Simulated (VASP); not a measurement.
Input of a VASP 6.6.1 run:

The input INCAR:

```
PREC = Accurate
ENCUT = 520
EDIFF = 1E-6
ISMEAR = 0
SIGMA = 0.01
LREAL = Auto
LASPH = True
NELM = 150
ALGO = Normal
ISIF = 2
LWAVE = False
LCHARG = True
ISPIN = 2
MAGMOM = 0 0 0 0.091 0 0 0 0 0.091 0.091 0 0 0.091 0 0 0 0 0 0.091 0 0 0 0 0 0.091 0.091 0.091 0 0.091 0.091 0 0 0.091
LORBIT = 11
GGA = PE
LELF = True
LVHAR = True
NBANDS = 172
```

KPOINTS

```
Automatic mesh
0
Gamma
  2 2 2
  0.5 0.5 0.5
```

POSCAR

```
Ga16N17
1.0
    4.5484769875      4.5484769875      4.5484769875
   -4.5484769875      4.5484769875     -4.5484769875
   -4.5484769875     -4.5484769875      4.5484769875
Ga N
16 17
Direct
    0.5029396986      0.7481331179      0.7481331179
    0.5018668821      0.5048065807      0.0000000000
    0.7451934193      0.4951934193      0.7470603014
    0.5024246797      0.2524246797      0.2524246797
    0.7548065807      0.2518668821      0.0000000000
   -0.0018668821      0.2529396986      0.7481331179
    0.5018668821      0.0000000000      0.5048065807
    0.7548065807      0.0000000000      0.2518668821
   -0.0024246797      0.0000000000      0.0000000000
    0.2500000000      0.0000000000      0.7475753203
    0.7451934193      0.7470603014      0.4951934193
   -0.0018668821      0.7481331179      0.2529396986
    0.2500000000      0.7475753203      0.0000000000
   -0.0029396986      0.4951934193      0.4951934193
    0.2500000000      0.5048065807      0.2518668821
    0.2500000000      0.2518668821      0.5048065807
    0.7489584901      0.0000000000      0.0000000000
    0.7500000000      0.7500000000      0.2500000000
   -0.0134753598      0.7365246402      0.0000000000
    0.7510415099      0.5010415099      0.5010415099
    0.0000000000      0.5000000000      0.2500000000
    0.2500000000      0.4989584901      0.0000000000
    0.7500000000      0.2500000000      0.7500000000
    0.0000000000      0.2500000000      0.5000000000
    0.2500000000      0.2634753598      0.2634753598
    0.5134753598      0.2634753598      0.0000000000
   -0.0134753598      0.0000000000      0.7365246402
    0.2500000000      0.0000000000      0.4989584901
    0.5134753598      0.0000000000      0.2634753598
    0.2500000000      0.7365246402      0.7365246402
    0.5000000000      0.7500000000      0.5000000000
    0.5000000000      0.5000000000      0.7500000000
    0.2500000000      0.0000000000      0.0000000000
```

Potentials or basis: VASP PAW PBE potentials, release 64 (Ga_d, N).

Launch:

```sh
$ cat potpaw_PBE.64/Ga_d/POTCAR potpaw_PBE.64/N/POTCAR > POTCAR
$ mpirun -np 1 vasp_std > vasp.out
```

Estimate the pressure.

5.2 GPa.

What does it give for the site moments?

Ga +0.01; N +0.01, +0.03, +0.16, +1.10 (each value once) μB.

Forces in eV/Å, atoms in the order of the input:
```
Ga   0.003 -0.013 -0.013
Ga   0.013  0.003  0.013
Ga  -0.013 -0.003  0.013
Ga  -0.029  0.029  0.029
Ga  -0.013  0.003 -0.013
Ga   0.013 -0.013 -0.003
Ga   0.013  0.013  0.003
Ga  -0.013 -0.013  0.003
Ga  -0.029 -0.029 -0.029
Ga   0.029  0.029 -0.029
Ga  -0.013  0.013 -0.003
Ga   0.013 -0.003 -0.013
Ga   0.029 -0.029  0.029
Ga   0.003  0.013  0.013
Ga  -0.003 -0.013  0.013
Ga  -0.003  0.013 -0.013
N    0.008  0.008  0.008
N    0.000  0.000  0.000
N    0.000 -0.020  0.000
N    0.008 -0.008 -0.008
N    0.000  0.000  0.000
N   -0.008  0.008 -0.008
N    0.000  0.000  0.000
N    0.000  0.000  0.000
N   -0.020  0.000  0.000
N    0.000  0.020  0.000
N    0.000  0.000 -0.020
N   -0.008 -0.008  0.008
N    0.000  0.000  0.020
N    0.020  0.000  0.000
N    0.000  0.000  0.000
N    0.000  0.000  0.000
N    0.000  0.000  0.000
```

Caveat: the cell differs from its parent crystal (with an interstitial atom, then relaxed in part).
